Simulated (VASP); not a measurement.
# Bi (P6_3/mmc) in VASP: a series of runs

Bi is run at these levels: PBEsol; tasks: electric field gradients.

Program: VASP 6.6.1. These are calculated values, not measurements. Logs are shortened: lines on timing, memory, paths and dates and some standing lists are left out, and cuts for length are marked.

**1. The cell of the first run**

The structure is hexagonal, space group P6_3/mmc (No. 194). The conventional cell has a = 4.524 Å, b = 4.524 Å, c = 11.789 Å, α = 90.00°, β = 90.00°, γ = 120.00°.

**2. Electric field gradients, PBEsol (volume scaled by 0.99)**

Input file INCAR:

```
PREC     = Accurate       # precision mode
ENCUT    = 520            # plane-wave cutoff, eV
EDIFF    = 1E-8           # SCF threshold, eV
ISMEAR   = -1             # smearing method
SIGMA    = 0.03           # smearing width, eV
LREAL    = False          # projectors in reciprocal space
LASPH    = True           # aspherical terms in the spheres
NELM     = 80             # most SCF steps
ALGO     = Normal         # electronic algorithm
ISIF     = 2              # what is computed and relaxed
LWAVE    = False          # write WAVECAR
LCHARG   = False          # write CHGCAR
GGA      = PS             # functional
LEFG     = True         
NBANDS   = 22             # bands
```

Input file KPOINTS:

```
Automatic mesh
0
Gamma
  9 9 3
```

Input file POSCAR:

```
Bi
1.0
    4.5238195833      0.0000000000      0.0000000000
   -2.2619097917      3.9177426814      0.0000000000
    0.0000000000      0.0000000000     11.7894378316
Bi
2
Direct
    0.3333333333      0.6666666667      0.2500000000
    0.6666666667      0.3333333333      0.7500000000
```

Potentials or basis: VASP PAW PBE potentials, release 64 (Bi_d).

Launch:

```sh
$ cat potpaw_PBE.64/Bi_d/POTCAR > POTCAR
$ mpirun -np 1 vasp_std > vasp.out
```

OUTCAR:

```text
PREC = Accurate
   ENCUT = 520
   EDIFF = 1E-8
   ISMEAR = -1
   LREAL = False
   LASPH = True
   NELM = 80
   ISIF = 2
   GGA = PS

 ion  position               nearest neighbor table
   1  0.333  0.667  0.250-
   2  0.667  0.333  0.750-

  LATTYP: Found a hexagonal cell.
 ALAT       =     4.5238195833
 C/A-ratio  =     2.6060804624

  Lattice vectors:

 A1 = (   4.5238195833,   0.0000000000,   0.0000000000)
 A2 = (  -2.2619097917,   3.9177426814,   0.0000000000)
 A3 = (   0.0000000000,   0.0000000000,  11.7894378316)

Analysis of symmetry for initial positions (statically):
=====================================================================
 Subroutine PRICEL returns:
 Original cell was already a primitive cell.

 Routine SETGRP: Setting up the symmetry group for a
 hexagonal supercell.

 Subroutine GETGRP returns: Found 24 space group operations
 (whereof 12 operations were pure point group operations)
 out of a pool of 24 trial point group operations.

The static configuration has the point symmetry D_3d.
 The point group associated with its full space group is D_6h.

Analysis of symmetry for dynamics (positions and initial velocities):
=====================================================================
 Subroutine PRICEL returns:
 Original cell was already a primitive cell.

 Routine SETGRP: Setting up the symmetry group for a
 hexagonal supercell.

 Subroutine GETGRP returns: Found 24 space group operations
 (whereof 12 operations were pure point group operations)
 out of a pool of 24 trial point group operations.

The dynamic configuration has the point symmetry D_3d.
 The point group associated with its full space group is D_6h.

 Subroutine INISYM returns: Found 24 space group operations
 (whereof 12 operations are pure point group operations),
 and found     1 'primitive' translations

----------------------------------------------------------------------------------------

                                     Primitive cell

  volume of cell :     208.9461

  direct lattice vectors                    reciprocal lattice vectors
     4.523819583  0.000000000  0.000000000     0.221052140  0.127624513  0.000000000
    -2.261909792  3.917742681  0.000000000     0.000000000  0.255249025  0.000000000
     0.000000000  0.000000000 11.789437832     0.000000000  0.000000000  0.084821687

  length of vectors
     4.523819583  4.523819583 11.789437832     0.255249025  0.255249025  0.084821687

  position of ions in fractional coordinates (direct lattice)
     0.333333333  0.666666667  0.250000000
     0.666666667  0.333333333  0.750000000

  ion indices of the primitive-cell ions
   primitive index   ion index
                 1           1
                 2           2

----------------------------------------------------------------------------------------

 KPOINTS: Automatic mesh

Automatic generation of k-mesh.
 Grid dimensions read from file:
 generate k-points for:    9    9    3

 Generating k-lattice:

  Cartesian coordinates                     Fractional coordinates (reciprocal lattice)
     0.024561349  0.014180501  0.000000000     0.111111111  0.000000000  0.000000000
     0.000000000  0.028361003  0.000000000     0.000000000  0.111111111  0.000000000
     0.000000000  0.000000000  0.028273896     0.000000000  0.000000000  0.333333333

  Length of vectors
     0.028361003  0.028361003  0.028273896

  Shift w.r.t. Gamma in fractional coordinates (k-lattice)
     0.000000000  0.000000000  0.000000000

 Subroutine IBZKPT returns following result:
 ===========================================

 Found     24 irreducible k-points:

 Following reciprocal coordinates:
            Coordinates               Weight
  0.000000  0.000000  0.000000      1.000000
  0.111111  0.000000  0.000000      6.000000
  0.222222  0.000000  0.000000      6.000000
  0.333333  0.000000  0.000000      6.000000
  0.444444  0.000000  0.000000      6.000000
  0.111111  0.111111  0.000000      6.000000
[... 16 lines left out ...]
  0.333333  0.222222  0.333333     24.000000
  0.333333  0.333333  0.333333      4.000000
   k-points           NKPTS =     24   k-points in BZ     NKDIM =     24   number of bands    NBANDS=     22
   number of dos      NEDOS =    301   number of ions     NIONS =      2
   total plane-waves  NPLWV = 116640
   dimension x,y,z NGX =    36 NGY =   36 NGZ =   90
   dimension x,y,z NGXF=    72 NGYF=   72 NGZF=  180
   ions per type =               2
   NGX,Y,Z   is equivalent  to a cutoff of  13.23, 13.23, 12.69 a.u.
   NGXF,Y,Z  is equivalent  to a cutoff of  26.46, 26.46, 25.38 a.u.
 SYSTEM =  unknown system
   PREC   = accura    normal or accurate (medium, high low for compatibility)
   ISTART =      0    job   : 0-new  1-cont  2-samecut
   ICHARG =      2    charge: 1-file 2-atom 10-const
   ISPIN  =      1    spin polarized calculation?
   LNONCOLLINEAR =      F non collinear calculations
   LSORBIT =      F    spin-orbit coupling
   LASPH  =      T    aspherical Exc in radial PAW
   ENCUT  =  520.0 eV  38.22 Ry    6.18 a.u.   8.41  8.41 21.92*2*pi/ulx,y,z
   NELM   =     80;   NELMIN=  2; NELMDL= -5     # of ELM steps
   EDIFF  = 0.1E-07   stopping-criterion for ELM
   LREAL  =      F    real-space projection
   EDIFFG = 0.1E-06   stopping-criterion for IOM
   NSW    =      0    number of steps for IOM
   IBRION =     -1    ionic relax: 0-MD 1-quasi-New 2-CG
   NFREE  =      0    steps in history (QN), initial steepest desc. (CG)
   ISIF   =      2    stress and relaxation
   ISYM   =      2    0-nonsym 1-usesym 2-fastsym
   POTIM  = 0.5000    time-step for ionic-motion
   TEBEG  =    0.0;   TEEND  =   0.0 temperature during run
   PSTRESS=    0.0 pullay stress
   NELECT =      30.0000    total number of electrons
   NUPDOWN=      -1.0000    fix difference up-down
   EMIN   =  10.00;   EMAX   =-10.00  energy-range for DOS
   EFERMI =   0.00;   METHOD = LEGACY
   ISMEAR =    -1;   SIGMA  =   0.03  broadening in eV -4-tet -1-fermi 0-gaus
   EFERMI_NEDOS =   21; number of points for ismear=-14 and -15
   IALGO  =     38    algorithm
   IMIX   =      4    mixing-type and parameters
     AMIX     =   0.40;   BMIX     =  1.00
     AMIX_MAG =   1.60;   BMIX_MAG =  1.00
  volume/ion in A,a.u.               =     104.47       705.02
  Fermi-wavevector in a.u.,A,eV,Ry     =   0.857243  1.619954  9.998447  0.734865
  Thomas-Fermi vector in A             =   1.974267
   LORBIT       =      0    0 simple, 1 ext, 2 COOP (PROOUT), +10 PAW based schemes
   GGA     = PS    functional components
   LHFCALC =     F    Hartree Fock is set to
   AEXX    =    0.0000 exact exchange contribution
   IVDW    =     0    specifies the selected vdW correction
   LEPSILON=     F    determine dielectric tensor
   LRPA    =     F    only Hartree local field effects (RPA)
 non-spin polarized calculation
  energy-cutoff  :      520.00
  volume of cell :      208.95
 maximum number of plane-waves:      5749
 NGX is ok and might be reduce to    36
   NGX = 17   NGY = 17   NGZ = 43

 number of electron      29.9999993 magnetization

 Free energy of the ion-electron system (eV)
  ---------------------------------------------------
  ext. energy  EPLUGINS =         0.00000000
  ---------------------------------------------------
  free energy    TOTEN  =        -3.42649089 eV

  energy without entropy =       -3.40556897  energy(sigma->0) =       -3.41602993

 E-fermi :  -1.1174     XC(G=0):  -5.4591

 val. band max:       -1.1428758804   @ k =   0.2222   0.2222   0.3333
 cond. band min:      -1.1158650866   @ k =   0.3333   0.1111   0.3333
 fundamental gap:      0.0270107937
 Fermi energy:        -1.1173764630

 k-point     1 :       0.0000    0.0000    0.0000
  band No.  band energies     occupation
      1     -23.8906      2.00000
      2     -23.8905      2.00000
      3     -23.8845      2.00000
      4     -23.8845      2.00000
      5     -23.8845      2.00000
      6     -23.8845      2.00000
[... 14 lines left out ...]
     21       4.5802      0.00000
     22       4.7704      0.00000

 k-point     2 :       0.1111    0.0000    0.0000
  band No.  band energies     occupation
      1     -23.8901      2.00000
      2     -23.8901      2.00000
      3     -23.8848      2.00000
      4     -23.8848      2.00000
      5     -23.8846      2.00000
      6     -23.8845      2.00000
[... 542 lines left out ...]
 k-point    24 :       0.3333    0.3333    0.3333
  band No.  band energies     occupation
      1     -23.8863      2.00000
      2     -23.8863      2.00000
      3     -23.8863      2.00000
      4     -23.8863      2.00000
      5     -23.8861      2.00000
      6     -23.8861      2.00000
[... 14 lines left out ...]
     21       4.4476      0.00000
     22       4.9559      0.00000

------------------------ aborting loop because EDIFF is reached ----------------------------------------

  FORCE on cell =-STRESS in cart. coord.  units (eV):
  Direction    XX          YY          ZZ          XY          YZ          ZX
  --------------------------------------------------------------------------------------
  -------------------------------------------------------------------------------------
  Total       -6.8134488     -6.8134488     -0.5433071      0.0000000      0.0000000      0.0000000
  in kB      -52.2448272    -52.2448272     -4.1660232      0.0000000      0.0000000      0.0000000
  external PRESSURE =     -36.2185592 kB  Pullay stress =       0.0000000 kB

 VOLUME and BASIS-vectors are now :
 -----------------------------------------------------------------------------
  energy-cutoff  :      520.00
  volume of cell :      208.95
      direct lattice vectors                 reciprocal lattice vectors
     4.523819583  0.000000000  0.000000000     0.221052140  0.127624513  0.000000000
    -2.261909792  3.917742681  0.000000000     0.000000000  0.255249025  0.000000000
     0.000000000  0.000000000 11.789437832     0.000000000  0.000000000  0.084821687

 POSITION                                       TOTAL-FORCE (eV/Angst)
 -----------------------------------------------------------------------------------
     -0.00000      2.61183      2.94736        -0.000000      0.000000      0.000000
      2.26191      1.30591      8.84208         0.000000     -0.000000      0.000000
 -----------------------------------------------------------------------------------
    total drift:                               -0.000000      0.000000     -0.000000

  FREE ENERGIE OF THE ION-ELECTRON SYSTEM (eV)
  ---------------------------------------------------
  free  energy   TOTEN  =        -3.4264908917 eV

  energy  without entropy=       -3.4055689692  energy(sigma->0) =       -3.41602993

 Electric field gradients (V/A^2)
---------------------------------------------------------------------
 ion       V_xx      V_yy      V_zz      V_xy      V_xz      V_yz
---------------------------------------------------------------------
   1      61.595    61.597  -123.191     0.002     0.000    -0.000
   2      61.595    61.597  -123.191     0.002    -0.000     0.000
---------------------------------------------------------------------

 Electric field gradients after diagonalization (V/A^2)
 (convention: |V_zz| > |V_xx| > |V_yy|)
----------------------------------------------------------------------
 ion       V_xx      V_yy      V_zz     asymmetry (V_yy - V_xx)/ V_zz
----------------------------------------------------------------------
   1      61.597    61.594  -123.191       0.000
   2      61.597    61.594  -123.191       0.000
----------------------------------------------------------------------

           NMR quadrupolar parameters

 Cq : quadrupolar parameter    Cq=e*Q*V_zz/h
 eta: asymmetry parameters     (V_yy - V_xx)/ V_zz
 Q  : nuclear electric quadrupole moment in mb (millibarn)
----------------------------------------------------------------------
 ion       Cq(MHz)       eta       Q (mb)
----------------------------------------------------------------------
   1      -0.298       0.000       1.000
   2      -0.298       0.000       1.000
----------------------------------------------------------------------
```

Wall time 44 s (1 thread of Intel Xeon 6975P-C (Granite Rapids), shared host); peak memory 0.35 GiB.

What came out:

- Free energy: -3.4265 eV
- Pressure: -3.6 GPa
- Band gap on the k mesh: zero (band 15 reaches 0.34 eV, above the bottom of band 16 at -1.83 eV)

Electric field gradients, principal values (V/Å²):
| atom | least | middle | greatest (by size) |
| --- | --- | --- | --- |
| 1 Bi | 61.594 | 61.597 | -123.191 |
| 2 Bi | 61.594 | 61.597 | -123.191 |

Caveat: without QUAD_EFG the Cq values of the log hold for a quadrupole moment of 1 mb, not for the nuclei; the PAW data sets were made with another functional, which shifts forces and pressure a little; spin-orbit coupling is left out, which moves the levels of the heavy elements.

(Continued in part 2 of 3.)
